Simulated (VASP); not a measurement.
Here is a VASP 6.6.1 calculation.

Contents of POSCAR:

```
AlN
1.0
    0.0000000000      2.1848764128      2.1848764128
    2.2394983231      0.0000000000      2.1848764128
    2.2394983231      2.1848764128      0.0000000000
Al N
1 1
Direct
    0.0000000000      0.0000000000      0.0000000000
    0.2500000000      0.2500000000      0.2500000000
```

INCAR.step1

```
SYSTEM = AlN
PREC = Accurate
ENCUT = 500
EDIFF = 1E-8
ISMEAR = 0
SIGMA = 0.01
LREAL = .FALSE.
LASPH = .TRUE.
NELM = 100
ALGO = Normal
LWAVE = .TRUE.
LCHARG = .FALSE.
GGA = PE
```

File INCAR.step2:

```
SYSTEM = AlN
PREC = Accurate
ENCUT = 500
EDIFF = 1E-8
ISMEAR = 0
SIGMA = 0.01
LREAL = .FALSE.
LASPH = .TRUE.
NELM = 1
ALGO = Exact
LWAVE = .TRUE.
LCHARG = .FALSE.
GGA = PE
NBANDS = 93
LOPTICS = .TRUE.
ISTART = 1
```

File INCAR.step3:

```
SYSTEM = AlN
PREC = Accurate
ENCUT = 500
EDIFF = 1E-8
ISMEAR = 0
SIGMA = 0.01
LREAL = .FALSE.
LASPH = .TRUE.
ALGO = EVGW0
LWAVE = .FALSE.
LCHARG = .FALSE.
GGA = PE
NELMGW = 1
NBANDS = 93
ENCUTGW = 150.0
NOMEGA = 96
PRECFOCK = Fast
ISTART = 1
NBANDSGW = 12
OMEGAMAX = 20
```

KPOINTS

```
regular mesh
0
G
  6 6 6
  0 0 0
```

Potentials or basis: VASP PAW PBE potentials, release 64 (Al_GW, N_GW).

Command:

```console
$ cat potpaw_PBE.64/Al_GW/POTCAR potpaw_PBE.64/N_GW/POTCAR > POTCAR
$ cp INCAR.step1 INCAR
$ mpirun -np 1 vasp_std > vasp.out
$ cp INCAR.step2 INCAR
$ mpirun -np 1 vasp_std > vasp.out
$ cp INCAR.step3 INCAR
$ mpirun -np 1 vasp_std > vasp.out
```

(1) What does it give for the quasiparticle gap?

(2) What does it give for the least direct quasiparticle gap?

(3) What does it give for the band gap of the starting levels on the mesh?

(4) Estimate the least direct gap of the starting levels on the mesh.

Answers

(1) 4.51 eV.

(2) 5.48 eV.

(3) 3.23 eV.

(4) 3.92 eV.

Caveat: the k points lie up to 0.41 Å⁻¹ apart; bands, screening cutoff and mesh are small and nothing is extrapolated, so the quasiparticle values aren't converged; the structure was generated, so it needn't be the stable form of AlN.
